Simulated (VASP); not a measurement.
## BiTe: single point with PBEsol

Crystal: BiTe.

```
Bi Te
1.0
     2.25778    1.30353    3.60806
    -2.25778    1.30353    3.60806
     0.00000   -2.60706    3.60806
Bi Te
1 1
Cartesian
  0.0000 0.0000 5.4121
  0.0000 0.0000 0.0000
```

This cell differs from its parent crystal: ratio of the length along z to the lengths across it x 1.2, volume and fractional coordinates fixed.

```
Program             : VASP 6.6.1
Task                : single point
Functional          : PBEsol
Potentials or basis : VASP PAW PBE potentials, release 64 (Bi_d, Te)
Cutoff              : 520 eV
k mesh              : 18 × 18 × 18
Occupations         : gaussian, width 0.15 eV
Spin                : no spin polarisation
```

* Pressure: 1.5 GPa
* Band gap on the k mesh: zero (an odd number of electrons rules out a gap without spin polarisation)

Stress tensor (GPa, compression positive):
```
1.54 0.00 0.00
0.00 1.54 0.00
0.00 0.00 1.41
```

Levels at points of the mesh, in eV from the Fermi level:
| k point | band 6 | band 7 | band 8 | band 9 | band 10 | band 11 | band 12 | band 13 | band 14 | band 15 |
| --- | --- | --- | --- | --- | --- | --- | --- | --- | --- | --- |
| (0.00, 0.00, 0.00) | -13.97 | -7.90 | -2.76 | -2.76 | -2.55 | 2.23 | 2.31 | 2.31 | 4.46 | 4.46 |
| (0.50, 0.00, 0.00) | -11.85 | -11.49 | -2.03 | -1.97 | -1.54 | -0.87 | -0.73 | -0.62 | 7.34 | 7.78 |
| (0.50, 0.50, 0.00) | -12.00 | -9.97 | -6.09 | -4.37 | -4.22 | 1.95 | 3.85 | 3.91 | 5.41 | 8.87 |
| (0.50, 0.50, 0.50) | -11.80 | -11.43 | -2.09 | -2.09 | -1.68 | -0.99 | -0.82 | -0.82 | 7.46 | 8.00 |

Wall time 6.4 min on 1 thread of AMD EPYC 9R45 96-Core Processor (Zen 5) (shared host), peak memory 0.7 GiB.

Caveat: the PAW data sets were made with another functional, which shifts forces and pressure a little; spin-orbit coupling is left out, which moves the levels of the heavy elements.
